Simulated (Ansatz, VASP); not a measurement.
# BP: VASP beside Ansatz

```
B P
1.0
     0.00000    2.17199    2.31302
     2.17199    0.00000    2.31302
     2.17199    2.17199    0.00000
B P
1 1
Direct
  0.00000 0.00000 0.00000
  0.25000 0.25000 0.25000
```

Change from the starting cell: strained cell.

Alike in both runs: functional PBEsol; k mesh 10 × 10 × 10; occupations gaussian, width 0.02 eV; no spin polarisation.

Ansatz relaxed the structure, and its values are those at the end. VASP's run is a single point on that final structure, the one shown.

|  | VASP | Ansatz |
| --- | --- | --- |
| version | VASP 6.6.1 | Ansatz 0.2.0 |
| potentials or method | VASP PAW PBE potentials, release 64 (B, P), cutoff 500 eV | scalar-relativistic, plane waves, PAW |
| valence electrons in the cell | 8 | 8 |

|  | VASP | Ansatz | Ansatz less VASP |
| --- | --- | --- | --- |
| gap on the k mesh at the Fermi level (eV) | 0.55 | 0.56 | +0.005 |
| least direct gap on the mesh (eV) | 3.15 | 3.16 | +0.008 |
| pressure (GPa) | 10.6 | 10.5 | -0.11 |

VASP's potentials were made for PBE, not for PBEsol, and Ansatz warns of the same on its side. Ansatz's warnings: stress scf threshold loose.
